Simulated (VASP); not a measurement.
# Fe (Im-3m) in VASP: single point with PBE+D3(BJ)

Aim: the single point of Fe with PBE+D3(BJ).

Program: VASP 6.6.1. These are calculated values, not measurements. Logs are shortened: lines on timing, memory, paths and dates and some standing lists are left out, and cuts for length are marked.

### 1 The cell of the first run

The structure is cubic, space group Im-3m (No. 229). The conventional cell has a = 2.805 Å, b = 2.805 Å, c = 2.805 Å, α = 90.00°, β = 90.00°, γ = 90.00°. Fe (site symmetry m-3m) has 14 Fe at 2.43 to 2.80 Å within 3.2 Å.

### 2 Single point, PBE+D3(BJ), collinear spin, ferromagnetic start

The input, INCAR:

```
PREC = Accurate
ENCUT = 520
EDIFF = 1E-6
ISMEAR = 0
SIGMA = 0.1
LREAL = False
LASPH = True
NELM = 150
ALGO = Normal
ISIF = 2
LWAVE = False
LCHARG = True
ISPIN = 2
MAGMOM = 2.4
LORBIT = 11
LMAXMIX = 4
GGA = PE
IVDW = 12
LELF = True
LVHAR = True
NBANDS = 14
```

The input, KPOINTS:

```
regular mesh
0
Gamma
  20 20 20
```

The input, POSCAR:

```
Fe
1.0
   -1.4023868204      1.4023868204      1.4023868204
    1.4023868204     -1.4023868204      1.4023868204
    1.4023868204      1.4023868204     -1.4023868204
Fe
1
Direct
    0.0000000000      0.0000000000      0.0000000000
```

Potentials or basis: VASP PAW PBE potentials, release 64 (Fe).

Launch:

```
cat potpaw_PBE.64/Fe/POTCAR > POTCAR
mpirun -np 1 vasp_std > vasp.out
```

OUTCAR:

```text
PREC = Accurate
   ENCUT = 520
   EDIFF = 1E-6
   ISMEAR = 0
   LREAL = False
   LASPH = True
   NELM = 150
   ISIF = 2
   ISPIN = 2
   LORBIT = 11
   GGA = PE
   IVDW = 12
 IVDW          = 12

 ion  position               nearest neighbor table
   1  0.000  0.000  0.000-

  LATTYP: Found a body centered cubic cell.
 ALAT       =     2.8047736408

  Lattice vectors:

 A1 = (  -1.4023868204,   1.4023868204,   1.4023868204)
 A2 = (   1.4023868204,  -1.4023868204,   1.4023868204)
 A3 = (   1.4023868204,   1.4023868204,  -1.4023868204)

Analysis of symmetry for initial positions (statically):
=====================================================================
 Subroutine PRICEL returns:
 Original cell was already a primitive cell.

 Routine SETGRP: Setting up the symmetry group for a
 body centered cubic supercell.

 Subroutine GETGRP returns: Found 48 space group operations
 (whereof 48 operations were pure point group operations)
 out of a pool of 48 trial point group operations.

The static configuration has the point symmetry O_h .

Analysis of symmetry for dynamics (positions and initial velocities):
=====================================================================
 Subroutine PRICEL returns:
 Original cell was already a primitive cell.

 Routine SETGRP: Setting up the symmetry group for a
 body centered cubic supercell.

 Subroutine GETGRP returns: Found 48 space group operations
 (whereof 48 operations were pure point group operations)
 out of a pool of 48 trial point group operations.

The dynamic configuration has the point symmetry O_h .

Analysis of structural, dynamic, and magnetic symmetry:
=====================================================================
 Subroutine PRICEL returns:
 Original cell was already a primitive cell.

 Routine SETGRP: Setting up the symmetry group for a
 body centered cubic supercell.

 Subroutine GETGRP returns: Found 48 space group operations
 (whereof 48 operations were pure point group operations)
 out of a pool of 48 trial point group operations.

The overall configuration has the point symmetry O_h .

 Subroutine INISYM returns: Found 48 space group operations
 (whereof 48 operations are pure point group operations),
 and found     1 'primitive' translations

----------------------------------------------------------------------------------------

                                     Primitive cell

  volume of cell :      11.0322

  direct lattice vectors                    reciprocal lattice vectors
    -1.402386820  1.402386820  1.402386820     0.000000000  0.356535011  0.356535011
     1.402386820 -1.402386820  1.402386820     0.356535011  0.000000000  0.356535011
     1.402386820  1.402386820 -1.402386820     0.356535011  0.356535011  0.000000000

  length of vectors
     2.429005225  2.429005225  2.429005225     0.504216648  0.504216648  0.504216648

  position of ions in fractional coordinates (direct lattice)
     0.000000000  0.000000000  0.000000000

  ion indices of the primitive-cell ions
   primitive index   ion index
                 1           1

----------------------------------------------------------------------------------------

 KPOINTS: regular mesh

Automatic generation of k-mesh.
 Grid dimensions read from file:
 generate k-points for:   20   20   20

 Generating k-lattice:

  Cartesian coordinates                     Fractional coordinates (reciprocal lattice)
     0.000000000  0.017826751  0.017826751     0.050000000  0.000000000  0.000000000
     0.017826751  0.000000000  0.017826751     0.000000000  0.050000000  0.000000000
     0.017826751  0.017826751  0.000000000     0.000000000  0.000000000  0.050000000

  Length of vectors
     0.025210832  0.025210832  0.025210832

  Shift w.r.t. Gamma in fractional coordinates (k-lattice)
     0.000000000  0.000000000  0.000000000

 Subroutine IBZKPT returns following result:
 ===========================================

 Found    256 irreducible k-points:

 Following reciprocal coordinates:
            Coordinates               Weight
  0.000000  0.000000  0.000000      1.000000
  0.050000  0.000000  0.000000     12.000000
  0.100000  0.000000  0.000000     12.000000
  0.150000  0.000000  0.000000     12.000000
  0.200000  0.000000  0.000000     12.000000
  0.250000  0.000000  0.000000     12.000000
[... 16 lines left out ...]
  0.200000  0.100000  0.000000     48.000000
  0.250000  0.100000 -0.000000     48.000000
 [... further k-points ...]
   k-points           NKPTS =    256   k-points in BZ     NKDIM =    256   number of bands    NBANDS=     14
   number of dos      NEDOS =    301   number of ions     NIONS =      1
   total plane-waves  NPLWV =   5832
   dimension x,y,z NGX =    18 NGY =   18 NGZ =   18
   dimension x,y,z NGXF=    36 NGYF=   36 NGZF=   36
   ions per type =               1
   NGX,Y,Z   is equivalent  to a cutoff of  12.32, 12.32, 12.32 a.u.
   NGXF,Y,Z  is equivalent  to a cutoff of  24.64, 24.64, 24.64 a.u.
 SYSTEM =  unknown system
   PREC   = accura    normal or accurate (medium, high low for compatibility)
   ISTART =      0    job   : 0-new  1-cont  2-samecut
   ICHARG =      2    charge: 1-file 2-atom 10-const
   ISPIN  =      2    spin polarized calculation?
   LNONCOLLINEAR =      F non collinear calculations
   LSORBIT =      F    spin-orbit coupling
   LASPH  =      T    aspherical Exc in radial PAW
   ENCUT  =  520.0 eV  38.22 Ry    6.18 a.u.   4.52  4.52  4.52*2*pi/ulx,y,z
   NELM   =    150;   NELMIN=  2; NELMDL= -5     # of ELM steps
   EDIFF  = 0.1E-05   stopping-criterion for ELM
   LREAL  =      F    real-space projection
   EDIFFG = 0.1E-04   stopping-criterion for IOM
   NSW    =      0    number of steps for IOM
   IBRION =     -1    ionic relax: 0-MD 1-quasi-New 2-CG
   NFREE  =      0    steps in history (QN), initial steepest desc. (CG)
   ISIF   =      2    stress and relaxation
   ISYM   =      2    0-nonsym 1-usesym 2-fastsym
   POTIM  = 0.5000    time-step for ionic-motion
   TEBEG  =    0.0;   TEEND  =   0.0 temperature during run
   PSTRESS=    0.0 pullay stress
   NELECT =       8.0000    total number of electrons
   NUPDOWN=      -1.0000    fix difference up-down
   EMIN   =  10.00;   EMAX   =-10.00  energy-range for DOS
   EFERMI =   0.00;   METHOD = LEGACY
   ISMEAR =     0;   SIGMA  =   0.10  broadening in eV -4-tet -1-fermi 0-gaus
   EFERMI_NEDOS =   21; number of points for ismear=-14 and -15
   IALGO  =     38    algorithm
   IMIX   =      4    mixing-type and parameters
     AMIX     =   0.40;   BMIX     =  1.00
     AMIX_MAG =   1.60;   BMIX_MAG =  1.00
  volume/ion in A,a.u.               =      11.03        74.45
  Fermi-wavevector in a.u.,A,eV,Ry     =   1.470789  2.779388 29.432394  2.163220
  Thomas-Fermi vector in A             =   2.586003
   LORBIT       =     11    0 simple, 1 ext, 2 COOP (PROOUT), +10 PAW based schemes
   GGA     = PE    functional components
   LHFCALC =     F    Hartree Fock is set to
   AEXX    =    0.0000 exact exchange contribution
   IVDW    =    12    specifies the selected vdW correction
   LEPSILON=     F    determine dielectric tensor
   LRPA    =     F    only Hartree local field effects (RPA)
 spin polarized calculation
 Gauss-broadening in eV      SIGMA  =   0.10
  energy-cutoff  :      520.00
  volume of cell :       11.03
 maximum number of plane-waves:       321
   NGX =  9   NGY =  9   NGZ =  9

 number of electron       8.0000007 magnetization       2.1237642

 Free energy of the ion-electron system (eV)
  ---------------------------------------------------
  ext. energy  EPLUGINS =         0.00000000
  ---------------------------------------------------
  free energy    TOTEN  =        -8.23993290 eV

  energy without entropy =       -8.23509981  energy(sigma->0) =       -8.23751636

 E-fermi :   6.1343     XC(G=0): -13.2860

 val. band max:        6.1318829580   @ k =  -0.3500   0.4500   0.2500
 cond. band min:       6.1385859465   @ k =  -0.4500   0.5000   0.4000
 fundamental gap:      0.0067029885
 Fermi energy:         6.1343202035

 spin component 1

 k-point     1 :       0.0000    0.0000    0.0000
  band No.  band energies     occupation
      1      -2.4769      1.00000
      2       3.7825      1.00000
      3       3.7825      1.00000
      4       3.7825      1.00000
      5       5.0399      1.00000
      6       5.0399      1.00000
      7      31.4392      0.00000
      8      31.4392      0.00000
      9      31.4392      0.00000
     10      36.7128      0.00000
     11      36.7128      0.00000
     12      39.1951      0.00000
     13      39.1951      0.00000
     14      39.1951      0.00000
[... 375 lines left out ...]
 k-point    24 :       0.2500    0.1000   -0.0000
  band No.  band energies     occupation
      1       0.7289      1.00000
      2       3.0301      1.00000
      3       3.5035      1.00000
      4       4.8675      1.00000
      5       5.2512      1.00000
      6       5.8850      0.99979
      7      20.1310      0.00000
      8      24.6340      0.00000
      9      28.2562      0.00000
     10      31.6508      0.00000
     11      36.2195      0.00000
     12      37.7019      0.00000
     13      43.4419      0.00000
     14      45.6016      0.00000

 [... further k-points ...]

 spin component 2

 k-point     1 :       0.0000    0.0000    0.0000
  band No.  band energies     occupation
      1      -2.3046      1.00000
      2       5.6124      1.00000
      3       5.6125      1.00000
      4       5.6125      1.00000
      5       7.7493      0.00000
      6       7.7495      0.00000
      7      31.2052      0.00000
      8      31.2052      0.00000
      9      31.2052      0.00000
     10      36.9313      0.00000
     11      36.9313      0.00000
     12      39.8322      0.00000
     13      39.8322      0.00000
     14      39.8322      0.00000
[... 375 lines left out ...]
 k-point    24 :       0.2500    0.1000   -0.0000
  band No.  band energies     occupation
      1       1.1680      1.00000
      2       4.7194      1.00000
      3       5.0521      1.00000
      4       7.3255      0.00000
      5       7.7555      0.00000
      6       8.0195      0.00000
      7      20.8723      0.00000
      8      25.0277      0.00000
      9      28.8194      0.00000
     10      31.8738      0.00000
     11      36.7098      0.00000
     12      38.0425      0.00000
     13      43.6745      0.00000
     14      46.0554      0.00000

 [... further k-points ...]

------------------------ aborting loop because EDIFF is reached ----------------------------------------

 Edisp (eV)   -0.36853

 E8    (eV) :    -0.1647

  FORCE on cell =-STRESS in cart. coord.  units (eV):
  Direction    XX          YY          ZZ          XY          YZ          ZX
  --------------------------------------------------------------------------------------
  -------------------------------------------------------------------------------------
  Total      -0.03104    -0.03104    -0.03104    -0.00000    -0.00000     0.00000
  in kB      -4.50844    -4.50844    -4.50844    -0.00000    -0.00000     0.00000
  external pressure =       -4.51 kB  Pullay stress =        0.00 kB

 VOLUME and BASIS-vectors are now :
 -----------------------------------------------------------------------------
  energy-cutoff  :      520.00
  volume of cell :       11.03
      direct lattice vectors                 reciprocal lattice vectors
    -1.402386820  1.402386820  1.402386820     0.000000000  0.356535011  0.356535011
     1.402386820 -1.402386820  1.402386820     0.356535011  0.000000000  0.356535011
     1.402386820  1.402386820 -1.402386820     0.356535011  0.356535011  0.000000000

 POSITION                                       TOTAL-FORCE (eV/Angst)
 -----------------------------------------------------------------------------------
      0.00000      0.00000      0.00000         0.000000      0.000000     -0.000000
 -----------------------------------------------------------------------------------
    total drift:                                0.000000     -0.000000      0.000000

  FREE ENERGIE OF THE ION-ELECTRON SYSTEM (eV)
  ---------------------------------------------------
  free  energy   TOTEN  =        -8.6084584237 eV

  energy  without entropy=       -8.6036253324  energy(sigma->0) =       -8.60604188

 total charge

# of ion       s       p       d       tot
------------------------------------------
    1        0.500   0.569   6.261   7.330

 magnetization (x)

# of ion       s       p       d       tot
------------------------------------------
    1       -0.013  -0.055   2.183   2.115
```

Wall time 56 s (1 thread of AMD EPYC 7R43 (Zen 3), shared host); peak memory 0.15 GiB.

What came out:

| Property | Result |
| --- | --- |
| Free energy | -8.6085 eV |
| Pressure | -0.5 GPa |
| Net moment | 2.12 μB per cell |
| Site moments | Fe +2.12 μB |
| Valence electrons inside the program's atomic spheres | Fe 7.33 |
| Dispersion energy per atom | -0.369 eV |

Caveat: pairwise dispersion overbinds metals, which lowers pressure and volume.
